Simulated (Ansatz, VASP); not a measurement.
**Al2InAs3: VASP beside Ansatz**

```
Al In As
1.0
    -2.07507    2.07507    8.83075
     2.07507   -2.07507    8.83075
     2.07507    2.07507   -8.83075
Al In As
2 1 3
Cartesian
  0.0000 0.0000 11.8449
  0.0000 0.0000 5.8166
  0.0000 0.0000 0.0000
  2.0751 0.0000 7.1936
  2.0751 0.0000 1.6372
  0.0000 2.0751 4.4154
```

Alike in both runs: functional PBE; k mesh 10 × 10 × 10; occupations gaussian, width 0.02 eV; no spin polarisation.

Ansatz relaxed the structure, and its values are those at the end. VASP's run is a single point on that final structure, the one shown.

|  | VASP | Ansatz |
| --- | --- | --- |
| version | VASP 6.6.1 | Ansatz 0.2.0 |
| potentials or method | VASP PAW PBE potentials, release 64 (Al, In_d, As), cutoff 520 eV | scalar-relativistic, plane waves, PAW |
| valence electrons in the cell | 34 | 64 |

VASP gave:

```
gap on the k mesh at the Fermi level (eV) : 0.84
least direct gap on the mesh (eV)         : 0.84
pressure (GPa)                            : 0.1
```

Question: Which values does Ansatz return?

Answer: gap on the k mesh at the Fermi level (eV): 0.84; least direct gap on the mesh (eV): 0.84; pressure (GPa): 0.0.

VASP's potentials hold 34 valence electrons a cell and Ansatz's 64, so a difference there can come from the potentials and not from the codes.
